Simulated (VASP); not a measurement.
Wanted: the native input for a VASP 6.6.1 run.

| Item | Value |
| --- | --- |
| Task | single point |
| Functional | PBEsol |
| Potentials or basis | VASP PAW PBE potentials, release 64 (In_d) |
| Cutoff | 520 eV |
| k mesh | 8 × 8 × 8 |
| Occupations | gaussian, width 0.15 eV |
| Spin | no spin polarisation |
| Dipole correction | no |
| Further INCAR settings | ALGO = Normal; EDIFF = 1e-06; NBANDS = 12 |

The structure of In lies in POSCAR:

```
In
1.0
   -1.8634327146      1.8634327146      1.8634327146
    1.8634327146     -1.8634327146      1.8634327146
    1.8634327146      1.8634327146     -1.8634327146
In
1
Direct
    0.0000000000      0.0000000000      0.0000000000
```

The input as run:

INCAR

```
PREC = Accurate
ENCUT = 520
EDIFF = 1E-6
ISMEAR = 0
SIGMA = 0.15
LREAL = F
LASPH = T
NELM = 100
ALGO = Normal
ISIF = 2
LWAVE = F
LCHARG = T
GGA = PS
LELF = T
LVHAR = T
NBANDS = 12
```

KPOINTS

```
Automatic mesh
0
Gamma
  8 8 8
```

Potentials or basis: VASP PAW PBE potentials, release 64 (In_d).

Command:

```console
$ cat potpaw_PBE.64/In_d/POTCAR > POTCAR
$ mpirun -np 1 vasp_std > vasp.out
```

It gave:

The pressure is 0.0 GPa.

Caveat: the PAW data sets were made with another functional, which shifts forces and pressure a little.

It took 12 s on 1 thread of AMD EPYC 7R13, on a shared host, peak memory 0.11 GiB.
